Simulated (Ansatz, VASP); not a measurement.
**Two plane-wave programs on Al**

```
Al
1.0
     2.85715    0.00000    0.00000
     0.00000    4.04062    0.00000
     0.00000    0.00000   15.00003
Al
8
Direct
  0.50000 0.50000 0.16667
  0.00000 0.00000 0.26190
  0.50000 0.50000 0.35714
  0.00000 0.00000 0.45238
  0.50000 0.50000 0.54762
  0.00000 0.00000 0.64286
  0.50000 0.50000 0.73810
  0.00000 0.00000 0.83333
```

Alike in both runs: task single point; functional PBE; k mesh 12 × 9 × 1; occupations gaussian, width 0.1 eV; no spin polarisation.

```csv
,VASP,Ansatz
version,VASP 6.6.1,Ansatz 0.2.0
potentials or method,"VASP PAW PBE potentials, release 64 (Al), cutoff 520 eV","scalar-relativistic, plane waves, PAW"
valence electrons in the cell,24,24
```

|  | VASP | Ansatz | Ansatz less VASP |
| --- | --- | --- | --- |
| gap on the k mesh at the Fermi level (eV) | none | none | - |
| rms of the force components (eV/Å) | 0.089 | 0.089 | -0.0001 |

Atom by atom the forces differ by 0.001 eV/Å (rms over components). A gap of «none» marks a metal or a gap that the smearing closes. Ansatz's warnings: vacuum density over bound.
